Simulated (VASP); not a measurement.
# MgO (P1) in VASP: a series of runs

MgO is run at these levels: PBEsol; tasks: single point.

Everything below comes from runs of VASP 6.6.1. Logs are shortened: lines on timing, memory, paths and dates and some standing lists are left out, and cuts for length are marked.

### Step 1. The cell of the first run

The typed cell holds 16 atoms: a = 6.454 Å, b = 6.454 Å, c = 6.454 Å, α = 60.00°, β = 60.00°, γ = 60.00°.

### Step 2. Single point, PBEsol

Input file INCAR:

```
SYSTEM = MgO
ALGO = Normal ; EDIFF = 1E-6
ENCUT = 520 ; GGA = PS
ISIF = 2 ; ISMEAR = -1
LASPH = .TRUE. ; LCHARG = .FALSE.
LREAL = Auto ; LWAVE = .FALSE.
NBANDS = 46 ; NELM = 100
PREC = Accurate ; SIGMA = 0.069
```

Input file KPOINTS:

```
k-points
0
G
  4 4 4
  0 0 0
```

Input file POSCAR:

```
MgO
1.0
    0.0000000000      4.5640113248      4.5640113248
    4.5640113248      0.0000000000      4.5640113248
    4.5640113248      4.5640113248      0.0000000000
Mg O
8 8
Direct
   -0.0084344664      0.0004493854      0.0039502531
   -0.0046588403     -0.0119712674      0.4969367599
   -0.0053665511      0.5121102543     -0.0076820581
   -0.0186462070      0.5142275803      0.5277755309
    0.4975967057      0.0053426686     -0.0127339737
    0.5045275605      0.0004135616      0.5077061241
    0.5106064236      0.4949059806     -0.0007509841
    0.5006158700      0.4883992044      0.5033121823
    0.1365906996      0.1192463080      0.1150221730
    0.1429652456      0.1319679022      0.6083856508
    0.1083304718      0.6336913505      0.1311371636
    0.1388010360      0.6191068117      0.6265910175
    0.6328383728      0.1068716673      0.1205903011
    0.6345776322      0.1097145612      0.6198217530
    0.6240852174      0.6409309250      0.1365298979
    0.6216428484      0.6206768122      0.6280884941
```

Potentials or basis: VASP PAW PBE potentials, release 64 (Mg, O).

Started as:

```sh
> cat potpaw_PBE.64/Mg/POTCAR potpaw_PBE.64/O/POTCAR > POTCAR
> mpirun -np 1 vasp_std > vasp.out
```

OUTCAR:

```text
SYSTEM = MgO
   EDIFF = 1E-6
   ENCUT = 520
   GGA = PS
   ISIF = 2
   ISMEAR = -1
   LASPH = .TRUE.
   LREAL = Auto
   NELM = 100
   PREC = Accurate

 ion  position               nearest neighbor table
   1  0.992  0.000  0.004-  13 1.89  11 1.93   9 1.98  10 2.09   7 3.15   2 3.15   3 3.18   6 3.20
                             4 3.20   5 3.23   5 3.23   6 3.26   4 3.26   3 3.28   2 3.30   7 3.31
   2  0.995  0.988  0.497-  14 1.90  12 1.95   9 2.02  10 2.13   4 3.01   6 3.10   3 3.14   1 3.15
                             5 3.19   8 3.21   8 3.24   5 3.27   1 3.30   3 3.32   6 3.36   4 3.45
   3  0.995  0.512  0.992-  12 1.93  15 1.96  11 1.97   9 2.07   4 3.04   2 3.14   7 3.16   1 3.18
                             5 3.20   8 3.21   8 3.25   5 3.26   1 3.28   7 3.30   2 3.32   4 3.42
   4  0.981  0.514  0.528-  16 1.90  12 1.91  10 2.03  11 2.09   2 3.01   3 3.04   7 3.04   6 3.11
                             8 3.20   1 3.20   1 3.26   8 3.27   6 3.35   7 3.42   3 3.42   2 3.45
   5  0.498  0.005  0.987-   9 1.90  15 1.93  14 1.94  13 1.95   6 3.09   8 3.12   2 3.19   3 3.20
                             7 3.22   1 3.23   1 3.23   7 3.24   3 3.26   2 3.27   8 3.33   6 3.37
   6  0.505  0.000  0.508-  14 1.85  10 1.91  16 2.00  13 2.05   5 3.09   2 3.10   4 3.11   8 3.12
                             1 3.20   7 3.22   7 3.24   1 3.26   8 3.33   4 3.35   2 3.36   5 3.37
   7  0.511  0.495  0.999-  16 1.96  13 2.05  15 2.09  11 2.12   4 3.04   1 3.15   3 3.16   8 3.20
                             5 3.22   6 3.22   6 3.24   5 3.24   8 3.26   3 3.30   1 3.31   4 3.42
   8  0.501  0.488  0.503-  12 1.91  15 1.94  16 1.99  14 2.00   5 3.12   6 3.12   4 3.20   7 3.20
                             2 3.21   3 3.21   2 3.24   3 3.25   7 3.26   4 3.27   6 3.33   5 3.33
   9  0.137  0.119  0.115-   5 1.90   1 1.98   2 2.02   3 2.07
  10  0.143  0.132  0.608-   6 1.91   4 2.03   1 2.09   2 2.13
  11  0.108  0.634  0.131-   1 1.93   3 1.97   4 2.09   7 2.12
  12  0.139  0.619  0.627-   8 1.91   4 1.91   3 1.93   2 1.95
  13  0.633  0.107  0.121-   1 1.89   5 1.95   6 2.05   7 2.05
  14  0.635  0.110  0.620-   6 1.85   2 1.90   5 1.94   8 2.00
  15  0.624  0.641  0.137-   5 1.93   8 1.94   3 1.96   7 2.09
  16  0.622  0.621  0.628-   4 1.90   7 1.96   8 1.99   6 2.00

  LATTYP: Found a face centered cubic cell.
 ALAT       =     9.1280226496

  Lattice vectors:

 A1 = (   0.0000000000,   4.5640113248,   4.5640113248)
 A2 = (   4.5640113248,   0.0000000000,   4.5640113248)
 A3 = (   4.5640113248,   4.5640113248,   0.0000000000)

Analysis of symmetry for initial positions (statically):
=====================================================================
 Subroutine PRICEL returns:
 Original cell was already a primitive cell.

 Routine SETGRP: Setting up the symmetry group for a
 face centered cubic supercell.

 Subroutine GETGRP returns: Found  1 space group operations
 (whereof  1 operations were pure point group operations)
 out of a pool of 48 trial point group operations.

The static configuration has the point symmetry C_1 .

Analysis of symmetry for dynamics (positions and initial velocities):
=====================================================================
 Subroutine PRICEL returns:
 Original cell was already a primitive cell.

 Routine SETGRP: Setting up the symmetry group for a
 face centered cubic supercell.

 Subroutine GETGRP returns: Found  1 space group operations
 (whereof  1 operations were pure point group operations)
 out of a pool of 48 trial point group operations.

The dynamic configuration has the point symmetry C_1 .

 Subroutine INISYM returns: Found  1 space group operations
 (whereof  1 operations are pure point group operations),
 and found     1 'primitive' translations

----------------------------------------------------------------------------------------

                                     Primitive cell

  volume of cell :     190.1385

  direct lattice vectors                    reciprocal lattice vectors
     0.000000000  4.564011325  4.564011325    -0.109552752  0.109552752  0.109552752
     4.564011325  0.000000000  4.564011325     0.109552752 -0.109552752  0.109552752
     4.564011325  4.564011325  0.000000000     0.109552752  0.109552752 -0.109552752

  length of vectors
     6.454486714  6.454486714  6.454486714     0.189750932  0.189750932  0.189750932

  position of ions in fractional coordinates (direct lattice)
     0.991565534  0.000449385  0.003950253
     0.995341160  0.988028733  0.496936760
     0.994633449  0.512110254  0.992317942
     0.981353793  0.514227580  0.527775531
     0.497596706  0.005342669  0.987266026
     0.504527561  0.000413562  0.507706124
[... 8 lines left out ...]
     0.624085217  0.640930925  0.136529898
     0.621642848  0.620676812  0.628088494

  ion indices of the primitive-cell ions
   primitive index   ion index
                 1           1
                 2           2
                 3           3
                 4           4
                 5           5
                 6           6
[... 8 lines left out ...]
                15          15
                16          16

----------------------------------------------------------------------------------------

 KPOINTS: k-points

Automatic generation of k-mesh.
 Grid dimensions read from file:
 generate k-points for:    4    4    4

 Generating k-lattice:

  Cartesian coordinates                     Fractional coordinates (reciprocal lattice)
    -0.027388188  0.027388188  0.027388188     0.250000000  0.000000000  0.000000000
     0.027388188 -0.027388188  0.027388188     0.000000000  0.250000000  0.000000000
     0.027388188  0.027388188 -0.027388188     0.000000000  0.000000000  0.250000000

  Length of vectors
     0.047437733  0.047437733  0.047437733

  Shift w.r.t. Gamma in fractional coordinates (k-lattice)
     0.000000000  0.000000000  0.000000000

 Subroutine IBZKPT returns following result:
 ===========================================

 Found     36 irreducible k-points:

 Following reciprocal coordinates:
            Coordinates               Weight
  0.000000  0.000000  0.000000      1.000000
  0.250000  0.000000  0.000000      2.000000
  0.000000  0.250000  0.000000      2.000000
  0.000000  0.000000  0.250000      2.000000
  0.250000  0.250000  0.250000      2.000000
  0.500000  0.000000  0.000000      1.000000
[... 16 lines left out ...]
  0.250000  0.500000  0.500000      2.000000
  0.500000  0.000000  0.250000      2.000000
 [... further k-points ...]
   k-points           NKPTS =     36   k-points in BZ     NKDIM =     36   number of bands    NBANDS=     46
   number of dos      NEDOS =    301   number of ions     NIONS =     16
   total plane-waves  NPLWV = 110592
   dimension x,y,z NGX =    48 NGY =   48 NGZ =   48
   dimension x,y,z NGXF=    96 NGYF=   96 NGZF=   96
   ions per type =               8   8
   NGX,Y,Z   is equivalent  to a cutoff of  12.36, 12.36, 12.36 a.u.
   NGXF,Y,Z  is equivalent  to a cutoff of  24.73, 24.73, 24.73 a.u.
 SYSTEM =  MgO
   PREC   = accura    normal or accurate (medium, high low for compatibility)
   ISTART =      0    job   : 0-new  1-cont  2-samecut
   ICHARG =      2    charge: 1-file 2-atom 10-const
   ISPIN  =      1    spin polarized calculation?
   LNONCOLLINEAR =      F non collinear calculations
   LSORBIT =      F    spin-orbit coupling
   LASPH  =      T    aspherical Exc in radial PAW
   ENCUT  =  520.0 eV  38.22 Ry    6.18 a.u.  12.00 12.00 12.00*2*pi/ulx,y,z
   NELM   =    100;   NELMIN=  2; NELMDL= -5     # of ELM steps
   EDIFF  = 0.1E-05   stopping-criterion for ELM
   LREAL  =      T    real-space projection
   EDIFFG = 0.1E-04   stopping-criterion for IOM
   NSW    =      0    number of steps for IOM
   IBRION =     -1    ionic relax: 0-MD 1-quasi-New 2-CG
   NFREE  =      0    steps in history (QN), initial steepest desc. (CG)
   ISIF   =      2    stress and relaxation
   ISYM   =      2    0-nonsym 1-usesym 2-fastsym
   POTIM  = 0.5000    time-step for ionic-motion
   TEBEG  =    0.0;   TEEND  =   0.0 temperature during run
   PSTRESS=    0.0 pullay stress
   NELECT =      64.0000    total number of electrons
   NUPDOWN=      -1.0000    fix difference up-down
   EMIN   =  10.00;   EMAX   =-10.00  energy-range for DOS
   EFERMI =   0.00;   METHOD = LEGACY
   ISMEAR =    -1;   SIGMA  =   0.07  broadening in eV -4-tet -1-fermi 0-gaus
   EFERMI_NEDOS =   21; number of points for ismear=-14 and -15
   IALGO  =     38    algorithm
   IMIX   =      4    mixing-type and parameters
     AMIX     =   0.40;   BMIX     =  1.00
     AMIX_MAG =   1.60;   BMIX_MAG =  1.00
  volume/ion in A,a.u.               =      11.88        80.19
  Fermi-wavevector in a.u.,A,eV,Ry     =   1.138793  2.152007 17.644708  1.296849
  Thomas-Fermi vector in A             =   2.275497
   LORBIT       =      0    0 simple, 1 ext, 2 COOP (PROOUT), +10 PAW based schemes
   GGA     = PS    functional components
   LHFCALC =     F    Hartree Fock is set to
   AEXX    =    0.0000 exact exchange contribution
   IVDW    =     0    specifies the selected vdW correction
   LEPSILON=     F    determine dielectric tensor
   LRPA    =     F    only Hartree local field effects (RPA)
 non-spin polarized calculation
  energy-cutoff  :      520.00
  volume of cell :      190.14
 maximum number of plane-waves:      5124
   NGX = 25   NGY = 25   NGZ = 25

 number of electron      63.9999994 magnetization

 Free energy of the ion-electron system (eV)
  ---------------------------------------------------
  ext. energy  EPLUGINS =         0.00000000
  ---------------------------------------------------
  free energy    TOTEN  =       -96.59476425 eV

  energy without entropy =      -96.59476425  energy(sigma->0) =      -96.59476425

 E-fermi :   2.6899     XC(G=0):  -9.9565

 val. band max:        1.1399895923   @ k =   0.0000   0.0000   0.0000
 cond. band min:       4.0806146319   @ k =   0.0000   0.0000   0.0000
 fundamental gap:      2.9406250396
 Fermi energy:         2.6899170322

 k-point     1 :       0.0000    0.0000    0.0000
  band No.  band energies     occupation
      1     -15.4068      2.00000
      2     -14.9821      2.00000
      3     -14.7026      2.00000
      4     -14.5215      2.00000
      5     -14.3557      2.00000
      6     -14.2207      2.00000
[... 1117 lines left out ...]
     43      11.4588      0.00000
     44      11.9530      0.00000

 [... further k-points ...]

 [bands above 44 left out]

------------------------ aborting loop because EDIFF is reached ----------------------------------------

  FORCE on cell =-STRESS in cart. coord.  units (eV):
  Direction    XX          YY          ZZ          XY          YZ          ZX
  --------------------------------------------------------------------------------------
  -------------------------------------------------------------------------------------
  Total        1.5651693      2.7577824      2.4946528     -1.4349796      2.5158695     -1.2941303
  in kB       13.1886930     23.2380906     21.0208640    -12.0916672     21.1996436    -10.9048186
  external PRESSURE =      19.1492159 kB  Pullay stress =       0.0000000 kB

 VOLUME and BASIS-vectors are now :
 -----------------------------------------------------------------------------
  energy-cutoff  :      520.00
  volume of cell :      190.14
      direct lattice vectors                 reciprocal lattice vectors
     0.000000000  4.564011325  4.564011325    -0.109552752  0.109552752  0.109552752
     4.564011325  0.000000000  4.564011325     0.109552752 -0.109552752  0.109552752
     4.564011325  4.564011325  0.000000000     0.109552752  0.109552752 -0.109552752

 POSITION                                       TOTAL-FORCE (eV/Angst)
 -----------------------------------------------------------------------------------
      0.02008      4.54355      4.52757        -0.954540      0.127603      0.836377
      6.77740      6.81077      9.05212         0.154208      0.773013      2.037176
      6.86623      9.06847      6.87680         0.403517      1.375057     -0.292712
      4.75571      6.88768      6.82585        -2.500576     -0.397173      0.102667
      4.53028      6.77693      2.29542         0.423190      0.726339     -0.072698
      2.31906      4.61985      2.30456        -1.436712     -1.346382     -0.900879
[... 8 lines left out ...]
      3.54834      3.47146      5.77355        -1.549272     -0.516574     -0.868644
      5.69938      5.70379      5.66996         0.557910      0.199675     -0.191975
 -----------------------------------------------------------------------------------
    total drift:                                0.007132      0.002337      0.002418

  FREE ENERGIE OF THE ION-ELECTRON SYSTEM (eV)
  ---------------------------------------------------
  free  energy   TOTEN  =       -96.5947642462 eV

  energy  without entropy=      -96.5947642460  energy(sigma->0) =      -96.59476425
```

Wall time 3.6 min (1 thread of Intel Xeon 6975P-C (Granite Rapids), shared host); peak memory 0.42 GiB.

Results:

```
Free energy            : -96.5948 eV
Pressure               : 1.9 GPa
Largest force          : 2.534 eV/Å
Band gap on the k mesh : 2.94 eV
```

Forces in eV/Å, atoms in the order of the input:
```
Mg  -0.955  0.128  0.836
Mg   0.154  0.773  2.037
Mg   0.404  1.375 -0.293
Mg  -2.501 -0.397  0.103
Mg   0.423  0.726 -0.073
Mg  -1.437 -1.346 -0.901
Mg   0.877 -0.246 -0.952
Mg   0.076  0.374  0.793
O    0.893 -0.832 -0.441
O    0.818 -0.483 -1.162
O   -0.378  1.015  0.268
O    0.488 -0.453 -0.346
O    1.348 -0.451  0.510
O    0.780  0.135  0.680
O   -1.549 -0.517 -0.869
O    0.558  0.200 -0.192
```

Caveat: the PAW data sets were made with another functional, which shifts forces and pressure a little.

### Step 3. Single point, PBEsol

Input file INCAR:

```
  ALGO = Normal
  EDIFF = 1E-7
  ENCUT = 520
  GGA = PS
  ISIF = 2
  ISMEAR = -1
  LASPH = True
  LCHARG = False
  LREAL = Auto
  LWAVE = False
  NBANDS = 46
  NELM = 100
  PREC = Accurate
  SIGMA = 0.069
```

Input file KPOINTS:

```
k-points
0
Gamma
  4 4 4
```

Input file POSCAR:

```
MgO
1.0
    0.0000000000      4.5640113248      4.5640113248
    4.5640113248      0.0000000000      4.5640113248
    4.5640113248      4.5640113248      0.0000000000
Mg O
8 8
Direct
    0.0034199083      0.0093835219     -0.0126808406
    0.0039205643     -0.0038589957      0.4918626051
    0.0032780374      0.5014967837      0.0030784323
   -0.0165762078      0.5041466456      0.5225041811
    0.4963118710      0.0052534927     -0.0192337384
    0.5132528895     -0.0170689761      0.4938300630
    0.5084870161      0.4821305960      0.0109851831
    0.5137219943      0.4805903938      0.5051085188
    0.1133328695      0.1299640728      0.1215033138
    0.1380429309      0.1323446541      0.6101480259
    0.1131767569      0.6310001871      0.1479295190
    0.1340657278      0.6101817681      0.6359858233
    0.6233632648      0.1120915273      0.1231657768
    0.6260428156      0.1190285171      0.6181883215
    0.6270578218      0.6351962766      0.1337739888
    0.6249261444      0.6160287081      0.6389377222
```

Potentials or basis: VASP PAW PBE potentials, release 64 (Mg, O).

Started as:

```sh
> cat potpaw_PBE.64/Mg/POTCAR potpaw_PBE.64/O/POTCAR > POTCAR
> mpirun -np 1 vasp_std > vasp.out
```

Wall time 4.1 min (1 thread of Intel Xeon 6975P-C (Granite Rapids), shared host); peak memory 0.41 GiB.

The run converged. Its results:

```
Free energy            : -97.1442 eV
Pressure               : 0.9 GPa
Largest force          : 1.536 eV/Å
Band gap on the k mesh : 3.20 eV
```

Forces in eV/Å, atoms in the order of the input:
```
Mg  -0.467  0.060 -0.763
Mg   0.063  0.646  0.159
Mg   0.750  0.293  0.107
Mg  -1.215  0.388  0.855
Mg   0.605  0.756 -0.604
Mg   0.360 -0.596 -0.093
Mg   1.233 -0.301 -0.154
Mg   0.706 -0.785  0.400
O   -0.050  0.349  0.477
O   -0.094 -0.061 -0.858
O   -0.812 -0.121  0.432
O    0.349 -0.329  0.521
O   -0.059 -0.124  0.576
O   -0.624  0.318  0.189
O   -0.870 -0.326 -0.584
O    0.127 -0.167 -0.660
```

Stress tensor (GPa, compression positive):
```
 0.62  0.03 -0.18
 0.03  1.00 -1.48
-0.18 -1.48  1.14
```

Levels at points of the mesh, in eV from the valence-band top:
| k point | band 28 | band 29 | band 30 | band 31 | band 32 | band 33 | band 34 | band 35 | band 36 | band 37 |
| --- | --- | --- | --- | --- | --- | --- | --- | --- | --- | --- |
| (0.00, 0.00, 0.00) | -0.37 | -0.29 | -0.15 | -0.08 | 0.00 | 3.20 | 5.69 | 5.79 | 5.99 | 8.11 |
| (0.50, 0.00, 0.00) | -0.53 | -0.51 | -0.32 | -0.18 | -0.13 | 5.49 | 5.65 | 7.06 | 7.14 | 7.29 |
| (0.00, 0.50, 0.00) | -0.57 | -0.40 | -0.37 | -0.23 | -0.05 | 5.48 | 5.60 | 6.98 | 7.16 | 7.26 |
| (0.00, 0.00, 0.50) | -0.55 | -0.47 | -0.34 | -0.16 | -0.04 | 5.43 | 5.66 | 6.95 | 7.13 | 7.28 |
| (0.50, 0.50, 0.50) | -0.62 | -0.44 | -0.35 | -0.21 | -0.14 | 5.54 | 5.60 | 7.04 | 7.15 | 7.21 |
| (0.50, 0.50, 0.00) | -0.62 | -0.46 | -0.43 | -0.28 | -0.22 | 5.80 | 5.84 | 7.11 | 7.25 | 7.47 |
| (0.00, 0.50, 0.50) | -0.61 | -0.56 | -0.53 | -0.21 | -0.10 | 5.78 | 5.90 | 7.04 | 7.31 | 7.44 |
| (0.50, 0.00, 0.50) | -0.51 | -0.39 | -0.39 | -0.33 | -0.27 | 5.79 | 5.85 | 7.15 | 7.19 | 7.47 |

Caveat: the PAW data sets were made with another functional, which shifts forces and pressure a little. PBEsol gaps usually lie below the measured ones, often by a third to a half.
